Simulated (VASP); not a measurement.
Runs of VASP 6.6.1 on AlCo. The structure is that of space group Pm-3m (No. 221), or close to it. The cells are those of the table. 

| cell | gap on the mesh (eV) | pressure (GPa) |
| --- | --- | --- |
| a = 2.852, b = 2.852, c = 2.994 Å, 2 atoms | none | -7.7 |
| a = 2.852, b = 2.852, c = 2.709 Å, 2 atoms | none | (a) |
| a = 2.709 Å, 2 atoms | none | 38.2 |
| a = 2.709, b = 2.709, c = 2.852 Å, 2 atoms | none | 22.9 |
| a = 2.994, b = 2.994, c = 2.852 Å, 2 atoms | none | (b) |

Alike in all rows: task single point; level PBE; potentials or basis VASP PAW PBE potentials, release 64 (Al, Co); no spin polarisation; k mesh 22 × 22 × 22; cutoff (eV) 520; smearing gaussian 0.15 eV.

Task: Estimate the missing entries.

Result: (a) 10.4; (b) -14.1.

Caveats: the run has no spin polarisation, though such a crystal can be magnetic; the cell stands under pressure (at least some runs); the cell stands under tension (at least some runs).

A gap of «none» marks levels without a gap at the run's occupations.
